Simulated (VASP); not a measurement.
# Al (P6_3/mmc) in VASP: further runs

The runs below take Al through relaxation of shape and atoms at fixed volume, with PBE.

All numbers are computed with VASP 6.6.1; they aren't measurements. Logs are shortened: lines on timing, memory, paths and dates and some standing lists are left out, and cuts for length are marked.

## 1. The cell of the first run

The structure is hexagonal, space group P6_3/mmc (No. 194). Conventional cell: a = 2.879 Å, b = 2.879 Å, c = 4.775 Å, α = 90.00°, β = 90.00°, γ = 120.00°. Al (site symmetry -6m2) has 12 Al at 2.88 to 2.91 Å within 3.8 Å.

## 2. Relaxation of shape and atoms at fixed volume, PBE (volume scaled by 1.03)

Contents of INCAR:

```
PREC = Accurate
ENCUT = 600
EDIFF = 1E-6
ISMEAR = 0
SIGMA = 0.1
LREAL = False
LASPH = True
NELM = 100
ALGO = Fast
ISIF = 4
LWAVE = False
LCHARG = False
GGA = PE
IBRION = 2
NSW = 50
EDIFFG = -0.01
```

Contents of KPOINTS:

```
Automatic mesh
0
Gamma
  22 22 12
```

Contents of POSCAR:

```
Al
1.0
    1.4395335863     -2.4932991633      0.0000000000
    1.4395335863      2.4932991633      0.0000000000
    0.0000000000      0.0000000000      4.7747955318
Al
2
Direct
    0.3333280162      0.6666719838      0.7500000000
    0.6666719838      0.3333280162      0.2500000000
```

Potentials or basis: VASP PAW PBE potentials, release 64 (Al).

On the command line:

```
$ cat potpaw_PBE.64/Al/POTCAR > POTCAR
$ mpirun -np 1 vasp_std > vasp.out
```

OUTCAR:

```text
PREC = Accurate
   ENCUT = 600
   EDIFF = 1E-6
   ISMEAR = 0
   LREAL = False
   LASPH = True
   NELM = 100
   ISIF = 4
   GGA = PE
   IBRION = 2
   NSW = 50
   EDIFFG = -0.01

 ion  position               nearest neighbor table
   1  0.333  0.667  0.750-   2 2.91   2 2.91   2 2.91   2 2.91   2 2.91   2 2.91
   2  0.667  0.333  0.250-   1 2.91   1 2.91   1 2.91   1 2.91   1 2.91   1 2.91

  LATTYP: Found a base centered orthorhombic cell.
 ALAT       =     2.8790671726
 B/A-ratio  =     1.7320187504
 C/A-ratio  =     1.6584522853

  Lattice vectors:

 A1 = (   1.4395335863,  -2.4932991633,   0.0000000000)
 A2 = (   1.4395335863,   2.4932991633,   0.0000000000)
 A3 = (   0.0000000000,   0.0000000000,   4.7747955318)

Analysis of symmetry for initial positions (statically):
=====================================================================
 Subroutine PRICEL returns:
 Original cell was already a primitive cell.

 Routine SETGRP: Setting up the symmetry group for a
 base centered orthorhombic supercell.

 Subroutine GETGRP returns: Found  8 space group operations
 (whereof  4 operations were pure point group operations)
 out of a pool of  8 trial point group operations.

The static configuration has the point symmetry C_2h.
 The point group associated with its full space group is D_2h.

Analysis of symmetry for dynamics (positions and initial velocities):
=====================================================================
 Subroutine PRICEL returns:
 Original cell was already a primitive cell.

 Routine SETGRP: Setting up the symmetry group for a
 base centered orthorhombic supercell.

 Subroutine GETGRP returns: Found  8 space group operations
 (whereof  4 operations were pure point group operations)
 out of a pool of  8 trial point group operations.

The dynamic configuration has the point symmetry C_2h.
 The point group associated with its full space group is D_2h.

 Subroutine INISYM returns: Found  8 space group operations
 (whereof  4 operations are pure point group operations),
 and found     1 'primitive' translations

----------------------------------------------------------------------------------------

                                     Primitive cell

  volume of cell :      34.2753

  direct lattice vectors                    reciprocal lattice vectors
     1.439533586 -2.493299163  0.000000000     0.347334723 -0.200537508  0.000000000
     1.439533586  2.493299163  0.000000000     0.347334723  0.200537508  0.000000000
     0.000000000  0.000000000  4.774795532     0.000000000  0.000000000  0.209433052

  length of vectors
     2.879027208  2.879027208  4.774795532     0.401069448  0.401069448  0.209433052

  position of ions in fractional coordinates (direct lattice)
     0.333328016  0.666671984  0.750000000
     0.666671984  0.333328016  0.250000000

  ion indices of the primitive-cell ions
   primitive index   ion index
                 1           1
                 2           2

----------------------------------------------------------------------------------------

 KPOINTS: Automatic mesh

Automatic generation of k-mesh.
 Grid dimensions read from file:
 generate k-points for:   22   22   12

 Generating k-lattice:

  Cartesian coordinates                     Fractional coordinates (reciprocal lattice)
     0.015787942 -0.009115341  0.000000000     0.045454545  0.000000000  0.000000000
     0.015787942  0.009115341  0.000000000     0.000000000  0.045454545  0.000000000
     0.000000000  0.000000000  0.017452754     0.000000000  0.000000000  0.083333333

  Length of vectors
     0.018230429  0.018230429  0.017452754

  Shift w.r.t. Gamma in fractional coordinates (k-lattice)
     0.000000000  0.000000000  0.000000000

[... 56 lines left out ...]
   ISIF   =      4    stress and relaxation
   ISYM   =      2    0-nonsym 1-usesym 2-fastsym
   POTIM  = 0.5000    time-step for ionic-motion
   TEBEG  =    0.0;   TEEND  =   0.0 temperature during run
   PSTRESS=    0.0 pullay stress
   NELECT =       6.0000    total number of electrons
   NUPDOWN=      -1.0000    fix difference up-down
   EMIN   =  10.00;   EMAX   =-10.00  energy-range for DOS
   EFERMI =   0.00;   METHOD = LEGACY
   ISMEAR =     0;   SIGMA  =   0.10  broadening in eV -4-tet -1-fermi 0-gaus
   EFERMI_NEDOS =   21; number of points for ismear=-14 and -15
   IALGO  =     68    algorithm
   IMIX   =      4    mixing-type and parameters
     AMIX     =   0.40;   BMIX     =  1.00
     AMIX_MAG =   1.60;   BMIX_MAG =  1.00
  volume/ion in A,a.u.               =      17.14       115.65
  Fermi-wavevector in a.u.,A,eV,Ry     =   0.915795  1.730602 11.410940  0.838680
  Thomas-Fermi vector in A             =   2.040577
   LORBIT       =      0    0 simple, 1 ext, 2 COOP (PROOUT), +10 PAW based schemes
   GGA     = PE    functional components
   LHFCALC =     F    Hartree Fock is set to
   AEXX    =    0.0000 exact exchange contribution
   IVDW    =     0    specifies the selected vdW correction
   LEPSILON=     F    determine dielectric tensor
   LRPA    =     F    only Hartree local field effects (RPA)
 conjugate gradient relaxation of ions
 non-spin polarized calculation
 RMM-DIIS sequential band-by-band and
 Gauss-broadening in eV      SIGMA  =   0.10
  energy-cutoff  :      600.00
  volume of cell :       34.28
 maximum number of plane-waves:      1172
   NGX = 11   NGY = 11   NGZ = 19

--------------------------------------- Ionic step        1  -------------------------------------------

 number of electron       6.0000000 magnetization

 Free energy of the ion-electron system (eV)
  ---------------------------------------------------
  ext. energy  EPLUGINS =         0.00000000
  ---------------------------------------------------
  free energy    TOTEN  =        -7.42389053 eV

  energy without entropy =       -7.42003783  energy(sigma->0) =       -7.42196418

------------------------ aborting loop because EDIFF is reached ----------------------------------------

  FORCE on cell =-STRESS in cart. coord.  units (eV):
  Direction    XX          YY          ZZ          XY          YZ          ZX
  --------------------------------------------------------------------------------------
  -------------------------------------------------------------------------------------
  Total       -0.4543531     -0.4540911     -0.4191894      0.0000000      0.0000000      0.0000000
  in kB      -21.2384661    -21.2262173    -19.5947577      0.0000000      0.0000000      0.0000000
  external PRESSURE =     -20.6864804 kB  Pullay stress =       0.0000000 kB

 VOLUME and BASIS-vectors are now :
 -----------------------------------------------------------------------------
  energy-cutoff  :      600.00
  volume of cell :       34.28
      direct lattice vectors                 reciprocal lattice vectors
     1.439533586 -2.493299163  0.000000000     0.347334723 -0.200537508  0.000000000
     1.439533586  2.493299163  0.000000000     0.347334723  0.200537508  0.000000000
     0.000000000  0.000000000  4.774795532     0.000000000  0.000000000  0.209433052

 POSITION                                       TOTAL-FORCE (eV/Angst)
 -----------------------------------------------------------------------------------
      1.43953      0.83113      3.58110         0.000000     -0.000043      0.000000
      1.43953     -0.83113      1.19370         0.000000      0.000043      0.000000
 -----------------------------------------------------------------------------------
    total drift:                               -0.000000     -0.000000      0.000000

  FREE ENERGIE OF THE ION-ELECTRON SYSTEM (eV)
  ---------------------------------------------------
  free  energy   TOTEN  =        -7.4238905250 eV

  energy  without entropy=       -7.4200378342  energy(sigma->0) =       -7.42196418

--------------------------------------- Ionic step        2  -------------------------------------------

 number of electron       6.0000000 magnetization

 Free energy of the ion-electron system (eV)
  ---------------------------------------------------
  ext. energy  EPLUGINS =         0.00000000
  ---------------------------------------------------
  free energy    TOTEN  =        -7.42390505 eV

  energy without entropy =       -7.42006926  energy(sigma->0) =       -7.42198715

 E-fermi :   7.5946     XC(G=0): -10.0617

 val. band max:        7.5866100917   @ k =  -0.4091   0.3636   0.4167
 cond. band min:       7.6061378509   @ k =   0.3182   0.0000   0.0000
 fundamental gap:      0.0195277592
 Fermi energy:         7.5945623852

 k-point     1 :       0.0000    0.0000    0.0000
  band No.  band energies     occupation
      1      -3.2675      2.00000
      2       3.0806      2.00000
      3       3.0891      2.00000
      4      18.1233      0.00000
      5      18.1237      0.00000
      6      18.5815      0.00000
      7      18.5818      0.00000
[... 221 lines left out ...]
 k-point    24 :      -0.4545    0.0455    0.0000
  band No.  band energies     occupation
      1       1.1405      2.00000
      2       4.2346      2.00000
      3       7.2272      2.00000
      4       7.4759      1.90676
      5      10.4006      0.00000
      6      10.4232      0.00000
      7      12.5431      0.00000

 [... further k-points ...]

------------------------ aborting loop because EDIFF is reached ----------------------------------------

  FORCE on cell =-STRESS in cart. coord.  units (eV):
  Direction    XX          YY          ZZ          XY          YZ          ZX
  --------------------------------------------------------------------------------------
  -------------------------------------------------------------------------------------
  Total       -0.4471634     -0.4469918     -0.4335944      0.0000000      0.0000000      0.0000000
  in kB      -20.9023849    -20.8943669    -20.2681101      0.0000000      0.0000000      0.0000000
  external PRESSURE =     -20.6882873 kB  Pullay stress =       0.0000000 kB

 VOLUME and BASIS-vectors are now :
 -----------------------------------------------------------------------------
  energy-cutoff  :      600.00
  volume of cell :       34.28
      direct lattice vectors                 reciprocal lattice vectors
     1.439123665 -2.492604932  0.000000000     0.347433658 -0.200593361  0.000000000
     1.439123665  2.492604932 -0.000000000     0.347433658  0.200593361  0.000000000
     0.000000000  0.000000000  4.777485827     0.000000000  0.000000000  0.209315116

 POSITION                                       TOTAL-FORCE (eV/Angst)
 -----------------------------------------------------------------------------------
      1.43912      0.83089      3.58311         0.000000     -0.000040      0.000000
      1.43912     -0.83089      1.19437         0.000000      0.000040     -0.000000
 -----------------------------------------------------------------------------------
    total drift:                                0.000000      0.000000     -0.000000

  FREE ENERGIE OF THE ION-ELECTRON SYSTEM (eV)
  ---------------------------------------------------
  free  energy   TOTEN  =        -7.4239050508 eV

  energy  without entropy=       -7.4200692550  energy(sigma->0) =       -7.42198715

 reached required accuracy - stopping structural energy minimisation
```

Run time: 72 s. Hardware: 1 thread of Intel Xeon 6975P-C (Granite Rapids), shared host; peak memory 0.36 GiB.

Results:

```
Free energy               : -7.4239 eV
Energy gained by relaxing : 0.0 meV/atom
Ionic steps               : 2
Pressure after relaxing   : -2.1 GPa
Band gap on the k mesh    : zero (band 3 reaches 11.61 eV, above the bottom of band 4 at 4.47 eV)
```

Final structure:
```xyz
2
Lattice="1.4391 -2.4926 0.0000 1.4391 2.4926 0.0000 0.0000 0.0000 4.7775" Properties=species:S:1:pos:R:3 pbc="T T T"
Al    1.4391    0.8309    3.5831
Al    1.4391   -0.8309    1.1944
```

[end of part 1 of 2]
